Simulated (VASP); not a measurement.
Wanted: the native input for a VASP 6.6.1 run.

| Quantity | Value |
| --- | --- |
| Task | single point |
| Functional | LDA |
| Potentials or basis | VASP PAW LDA potentials, release 64 (Zr_sv, B) |
| Cutoff | 520 eV |
| k mesh | 18 × 18 × 12 |
| Occupations | gaussian, width 0.15 eV |
| Spin | no spin polarisation |
| Dipole correction | no |
| Further INCAR settings | ALGO = Normal; EDIFF = 1e-07; NBANDS = 16 |

The structure of ZrB2 lies in POSCAR:

```
ZrB2
1.0
    3.2177779388      0.0000000000      0.0000000000
   -1.6088889694      2.7866774387      0.0000000000
    0.0000000000      0.0000000000      3.1743379366
Zr B
1 2
Direct
    0.0000000000      0.0000000000      0.0000000000
    0.3333333333      0.6666666667      0.5000000000
    0.6666666667      0.3333333333      0.5000000000
```

This cell differs from its parent crystal: volume 9.488 Å^3 an atom, c/a of the conventional cell 0.9865.

One way to write it, as run:

INCAR

```
SYSTEM = ZrB2
PREC     = Accurate       ! precision mode
ENCUT    = 520            ! plane-wave cutoff, eV
EDIFF    = 1E-7           ! SCF threshold, eV
ISMEAR   = 0              ! smearing method
SIGMA    = 0.15           ! smearing width, eV
LREAL    = .False.        ! projectors in reciprocal space
LASPH    = .True.         ! aspherical terms in the spheres
NELM     = 100            ! most SCF steps
ALGO     = Normal         ! electronic algorithm
ISIF     = 2              ! what is computed and relaxed
LWAVE    = .False.        ! write WAVECAR
LCHARG   = .False.        ! write CHGCAR
GGA      = CA             ! functional
NBANDS   = 16             ! bands
```

KPOINTS

```
regular mesh
0
Gamma
  18 18 12
  0 0 0
```

Potentials or basis: VASP PAW LDA potentials, release 64 (Zr_sv, B).

The run is started by

```bash
$ cat potpaw_LDA.64/Zr_sv/POTCAR potpaw_LDA.64/B/POTCAR > POTCAR
$ mpirun -np 1 vasp_std > vasp.out
```

It gave:

* Pressure: 12.0 GPa
* Band gap on the k mesh: zero (band 9 reaches 11.89 eV, above the bottom of band 10 at 10.57 eV)

Run time: 39 s on 1 thread of Intel(R) Xeon(R) Platinum 8488C (Sapphire Rapids), with other jobs on the host, peak memory 0.22 GiB.
